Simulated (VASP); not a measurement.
Crystal: Sb.

```
Sb
1.0
     0.00000   -2.37124   -2.27639
    -2.37124    0.00000   -2.27639
     2.37124    2.37124   -4.55279
Sb
2
Cartesian
  0.2428 0.1668 -4.7072
  2.1284 2.2045 -4.3983
```

- Program: VASP 6.6.1
- Task: relaxation of the atoms
- Functional: PBE
- Potentials or basis: VASP PAW PBE potentials, release 64 (Sb)
- Cutoff: 520 eV
- k mesh: 9 × 9 × 5
- Occupations: fermi-dirac, width 0.05 eV
- Spin: no spin polarisation

At the start: pressure 17.7 GPa; volume 25.60 Å³/atom.

Task: How do energy, volume and symmetry change on relaxing?

Result: Over 8 steps the energy falls by 258.9 meV/atom; space group P-1 (No. 2, to 0.05 Å).

The path:
```tsv
step	energy change (eV)	largest force (eV/Å)	pressure (GPa)
1	0.0000	2.6166	17.73
2	-0.4243	0.7950	9.31
3	-0.4931	0.3541	6.81
4	-0.5160	0.0244	4.97
5	-0.5161	0.0253	4.98
6	-0.5166	0.0613	5.46
7	-0.5167	0.0306	5.02
8	-0.5178	0.0068	5.17
```

Final structure:
```xyz
2
Lattice="0.0000 -2.3712 -2.2764 -2.3712 0.0000 -2.2764 2.3712 2.3712 -4.5528" Properties=species:S:1:pos:R:3 pbc="T T T"
Sb    0.0635    0.0348   -4.5504
Sb    2.3078    2.3364   -4.5552
```
